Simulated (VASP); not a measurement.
# GaP (F-43m) in VASP: settings compared

GaP is run at these levels: PBE, r2SCAN; tasks: single point, relaxation of cell and atoms.

Everything below comes from runs of VASP 6.6.1. Logs are shortened: lines on timing, memory, paths and dates and some standing lists are left out, and cuts for length are marked.

## 1. The cell of the first run

Symmetry: F-43m, No. 216, cubic system. The conventional cell has a = 5.451 Å, b = 5.451 Å, c = 5.451 Å, α = 90.00°, β = 90.00°, γ = 90.00°. Within 3.1 Å of Ga (site symmetry -43m) lie 4 P at 2.36 Å. P (site symmetry -43m) has 4 Ga at 2.36 Å within 3.1 Å.

## 2. Single point, PBE

The input, INCAR:

```
PREC = Accurate ; ENCUT = 520
EDIFF = 1E-7 ; ISMEAR = -1
SIGMA = 0.02 ; LREAL = False
LASPH = True ; NELM = 80
ALGO = Normal ; ISIF = 2
LWAVE = False ; LCHARG = False
GGA = PE ; NBANDS = 16
```

The input, KPOINTS:

```
Automatic mesh
0
Gamma
  8 8 8
```

The input, POSCAR:

```
GaP
1.0
    0.0000000000      2.7253992985      2.7253992985
    2.7253992985      0.0000000000      2.7253992985
    2.7253992985      2.7253992985      0.0000000000
Ga P
1 1
Direct
    0.0000000000      0.0000000000      0.0000000000
    0.2500000000      0.2500000000      0.2500000000
```

Potentials or basis: VASP PAW PBE potentials, release 64 (Ga_d, P).

The run is started by

```
$ cat potpaw_PBE.64/Ga_d/POTCAR potpaw_PBE.64/P/POTCAR > POTCAR
$ mpirun -np 1 vasp_std > vasp.out
```

OUTCAR:

```text
PREC = Accurate
   ENCUT = 520
   EDIFF = 1E-7
   ISMEAR = -1
   LREAL = False
   LASPH = True
   NELM = 80
   ISIF = 2
   GGA = PE

 ion  position               nearest neighbor table
   1  0.000  0.000  0.000-   2 2.36   2 2.36   2 2.36   2 2.36
   2  0.250  0.250  0.250-   1 2.36   1 2.36   1 2.36   1 2.36

  LATTYP: Found a face centered cubic cell.
 ALAT       =     5.4507985970

  Lattice vectors:

 A1 = (   0.0000000000,   2.7253992985,   2.7253992985)
 A2 = (   2.7253992985,   0.0000000000,   2.7253992985)
 A3 = (   2.7253992985,   2.7253992985,   0.0000000000)

Analysis of symmetry for initial positions (statically):
=====================================================================
 Subroutine PRICEL returns:
 Original cell was already a primitive cell.

 Routine SETGRP: Setting up the symmetry group for a
 face centered cubic supercell.

 Subroutine GETGRP returns: Found 24 space group operations
 (whereof 24 operations were pure point group operations)
 out of a pool of 48 trial point group operations.

The static configuration has the point symmetry T_d .

Analysis of symmetry for dynamics (positions and initial velocities):
=====================================================================
 Subroutine PRICEL returns:
 Original cell was already a primitive cell.

 Routine SETGRP: Setting up the symmetry group for a
 face centered cubic supercell.

 Subroutine GETGRP returns: Found 24 space group operations
 (whereof 24 operations were pure point group operations)
 out of a pool of 48 trial point group operations.

The dynamic configuration has the point symmetry T_d .

 Subroutine INISYM returns: Found 24 space group operations
 (whereof 24 operations are pure point group operations),
 and found     1 'primitive' translations

----------------------------------------------------------------------------------------

                                     Primitive cell

  volume of cell :      40.4874

  direct lattice vectors                    reciprocal lattice vectors
     0.000000000  2.725399299  2.725399299    -0.183459356  0.183459356  0.183459356
     2.725399299  0.000000000  2.725399299     0.183459356 -0.183459356  0.183459356
     2.725399299  2.725399299  0.000000000     0.183459356  0.183459356 -0.183459356

  length of vectors
     3.854296651  3.854296651  3.854296651     0.317760926  0.317760926  0.317760926

  position of ions in fractional coordinates (direct lattice)
     0.000000000  0.000000000  0.000000000
     0.250000000  0.250000000  0.250000000

  ion indices of the primitive-cell ions
   primitive index   ion index
                 1           1
                 2           2

----------------------------------------------------------------------------------------

 KPOINTS: Automatic mesh

Automatic generation of k-mesh.
 Grid dimensions read from file:
 generate k-points for:    8    8    8

 Generating k-lattice:

  Cartesian coordinates                     Fractional coordinates (reciprocal lattice)
    -0.022932419  0.022932419  0.022932419     0.125000000  0.000000000  0.000000000
     0.022932419 -0.022932419  0.022932419     0.000000000  0.125000000  0.000000000
     0.022932419  0.022932419 -0.022932419     0.000000000  0.000000000  0.125000000

  Length of vectors
     0.039720116  0.039720116  0.039720116

  Shift w.r.t. Gamma in fractional coordinates (k-lattice)
     0.000000000  0.000000000  0.000000000

 Subroutine IBZKPT returns following result:
 ===========================================

 Found     29 irreducible k-points:

 Following reciprocal coordinates:
            Coordinates               Weight
  0.000000  0.000000  0.000000      1.000000
  0.125000  0.000000  0.000000      8.000000
  0.250000  0.000000  0.000000      8.000000
  0.375000  0.000000  0.000000      8.000000
  0.500000  0.000000  0.000000      4.000000
  0.125000  0.125000  0.000000      6.000000
[... 16 lines left out ...]
  0.500000  0.250000  0.125000     48.000000
 -0.375000  0.250000  0.125000     24.000000
 [... further k-points ...]
   k-points           NKPTS =     29   k-points in BZ     NKDIM =     29   number of bands    NBANDS=     16
   number of dos      NEDOS =    301   number of ions     NIONS =      2
   total plane-waves  NPLWV =  27000
   dimension x,y,z NGX =    30 NGY =   30 NGZ =   30
   dimension x,y,z NGXF=    60 NGYF=   60 NGZF=   60
   ions per type =               1   1
   NGX,Y,Z   is equivalent  to a cutoff of  12.94, 12.94, 12.94 a.u.
   NGXF,Y,Z  is equivalent  to a cutoff of  25.88, 25.88, 25.88 a.u.
 SYSTEM =  unknown system
   PREC   = accura    normal or accurate (medium, high low for compatibility)
   ISTART =      0    job   : 0-new  1-cont  2-samecut
   ICHARG =      2    charge: 1-file 2-atom 10-const
   ISPIN  =      1    spin polarized calculation?
   LNONCOLLINEAR =      F non collinear calculations
   LSORBIT =      F    spin-orbit coupling
   LASPH  =      T    aspherical Exc in radial PAW
   ENCUT  =  520.0 eV  38.22 Ry    6.18 a.u.   7.17  7.17  7.17*2*pi/ulx,y,z
   NELM   =     80;   NELMIN=  2; NELMDL= -5     # of ELM steps
   EDIFF  = 0.1E-06   stopping-criterion for ELM
   LREAL  =      F    real-space projection
   EDIFFG = 0.1E-05   stopping-criterion for IOM
   NSW    =      0    number of steps for IOM
   IBRION =     -1    ionic relax: 0-MD 1-quasi-New 2-CG
   NFREE  =      0    steps in history (QN), initial steepest desc. (CG)
   ISIF   =      2    stress and relaxation
   ISYM   =      2    0-nonsym 1-usesym 2-fastsym
   POTIM  = 0.5000    time-step for ionic-motion
   TEBEG  =    0.0;   TEEND  =   0.0 temperature during run
   PSTRESS=    0.0 pullay stress
   NELECT =      18.0000    total number of electrons
   NUPDOWN=      -1.0000    fix difference up-down
   EMIN   =  10.00;   EMAX   =-10.00  energy-range for DOS
   EFERMI =   0.00;   METHOD = LEGACY
   ISMEAR =    -1;   SIGMA  =   0.02  broadening in eV -4-tet -1-fermi 0-gaus
   EFERMI_NEDOS =   21; number of points for ismear=-14 and -15
   IALGO  =     38    algorithm
   IMIX   =      4    mixing-type and parameters
     AMIX     =   0.40;   BMIX     =  1.00
     AMIX_MAG =   1.60;   BMIX_MAG =  1.00
  volume/ion in A,a.u.               =      20.24       136.61
  Fermi-wavevector in a.u.,A,eV,Ry     =   1.249469  2.361154 21.241049  1.561173
  Thomas-Fermi vector in A             =   2.383508
   LORBIT       =      0    0 simple, 1 ext, 2 COOP (PROOUT), +10 PAW based schemes
   GGA     = PE    functional components
   LHFCALC =     F    Hartree Fock is set to
   AEXX    =    0.0000 exact exchange contribution
   IVDW    =     0    specifies the selected vdW correction
   LEPSILON=     F    determine dielectric tensor
   LRPA    =     F    only Hartree local field effects (RPA)
 non-spin polarized calculation
  energy-cutoff  :      520.00
  volume of cell :       40.49
 maximum number of plane-waves:      1106
 NGX is ok and might be reduce to    30
   NGX = 15   NGY = 15   NGZ = 15

 number of electron      17.9999989 magnetization

 Free energy of the ion-electron system (eV)
  ---------------------------------------------------
  ext. energy  EPLUGINS =         0.00000000
  ---------------------------------------------------
  free energy    TOTEN  =        -9.11622378 eV

  energy without entropy =       -9.11622378  energy(sigma->0) =       -9.11622378

 E-fermi :   5.0859     XC(G=0):  -9.8320

 val. band max:        4.6508565391   @ k =   0.0000   0.0000   0.0000
 cond. band min:       6.2928415732   @ k =   0.3750   0.3750   0.0000
 fundamental gap:      1.6419850341
 Fermi energy:         5.0859263072

 k-point     1 :       0.0000    0.0000    0.0000
  band No.  band energies     occupation
      1      -9.9002      2.00000
      2      -9.9002      2.00000
      3      -9.9002      2.00000
      4      -9.8005      2.00000
      5      -9.8005      2.00000
      6      -7.8397      2.00000
[... 8 lines left out ...]
     15      14.4379      0.00000
     16      14.4379      0.00000

 k-point     2 :       0.1250    0.0000    0.0000
  band No.  band energies     occupation
      1      -9.9139      2.00000
      2      -9.8955      2.00000
      3      -9.8955      2.00000
      4      -9.8006      2.00000
      5      -9.8006      2.00000
      6      -7.6373      2.00000
[... 8 lines left out ...]
     15      13.8154      0.00000
     16      14.3525      0.00000

 k-point     3 :       0.2500    0.0000    0.0000
  band No.  band energies     occupation
      1      -9.9440      2.00000
      2      -9.8855      2.00000
      3      -9.8855      2.00000
      4      -9.7993      2.00000
      5      -9.7993      2.00000
      6      -7.0639      2.00000
[... 8 lines left out ...]
     15      13.6328      0.00000
     16      14.5795      0.00000

 k-point     4 :       0.3750    0.0000    0.0000
  band No.  band energies     occupation
      1      -9.9711      2.00000
      2      -9.8778      2.00000
      3      -9.8778      2.00000
      4      -9.7955      2.00000
      5      -9.7955      2.00000
      6      -6.2642      2.00000
[... 8 lines left out ...]
     15      14.8298      0.00000
     16      14.8298      0.00000
[... 324 lines left out ...]
 k-point    22 :       0.3750    0.2500    0.1250
  band No.  band energies     occupation
      1      -9.9672      2.00000
      2      -9.8736      2.00000
      3      -9.8696      2.00000
      4      -9.8113      2.00000
      5      -9.7915      2.00000
      6      -6.5762      2.00000
[... 8 lines left out ...]
     15      15.7718      0.00000
     16      17.0734      0.00000

 k-point    23 :       0.5000    0.2500    0.1250
  band No.  band energies     occupation
      1      -9.9826      2.00000
      2      -9.8698      2.00000
      3      -9.8605      2.00000
      4      -9.8092      2.00000
      5      -9.7916      2.00000
      6      -5.8230      2.00000
[... 8 lines left out ...]
     15      16.1942      0.00000
     16      17.4849      0.00000

 k-point    24 :      -0.3750    0.2500    0.1250
  band No.  band energies     occupation
      1      -9.9882      2.00000
      2      -9.8693      2.00000
      3      -9.8573      2.00000
      4      -9.8056      2.00000
      5      -9.7932      2.00000
      6      -5.3684      2.00000
[... 8 lines left out ...]
     15      16.6553      0.00000
     16      17.1597      0.00000

 [... further k-points ...]

------------------------ aborting loop because EDIFF is reached ----------------------------------------

  FORCE on cell =-STRESS in cart. coord.  units (eV):
  Direction    XX          YY          ZZ          XY          YZ          ZX
  --------------------------------------------------------------------------------------
  -------------------------------------------------------------------------------------
  Total        0.6234359      0.6234359      0.6234359      0.0000000     -0.0000000      0.0000000
  in kB       24.6707273     24.6707273     24.6707273      0.0000000     -0.0000000      0.0000000
  external PRESSURE =      24.6707273 kB  Pullay stress =       0.0000000 kB

 VOLUME and BASIS-vectors are now :
 -----------------------------------------------------------------------------
  energy-cutoff  :      520.00
  volume of cell :       40.49
      direct lattice vectors                 reciprocal lattice vectors
     0.000000000  2.725399299  2.725399299    -0.183459356  0.183459356  0.183459356
     2.725399299  0.000000000  2.725399299     0.183459356 -0.183459356  0.183459356
     2.725399299  2.725399299  0.000000000     0.183459356  0.183459356 -0.183459356

 POSITION                                       TOTAL-FORCE (eV/Angst)
 -----------------------------------------------------------------------------------
      0.00000      0.00000      0.00000        -0.000000     -0.000000     -0.000000
      1.36270      1.36270      1.36270         0.000000      0.000000      0.000000
 -----------------------------------------------------------------------------------
    total drift:                                0.000002      0.000002      0.000002

  FREE ENERGIE OF THE ION-ELECTRON SYSTEM (eV)
  ---------------------------------------------------
  free  energy   TOTEN  =        -9.1162237778 eV

  energy  without entropy=       -9.1162237778  energy(sigma->0) =       -9.11622378
```

Wall time 31 s (1 thread of Intel Xeon 8259CL, shared host); peak memory 0.17 GiB.

What came out:

```yaml
Free_energy: -9.1162 eV
Pressure: 2.5 GPa
Band_gap_on_the_k_mesh: 1.64 eV (least direct gap 1.82 eV)
```

(Continued in part 2 of 2.)
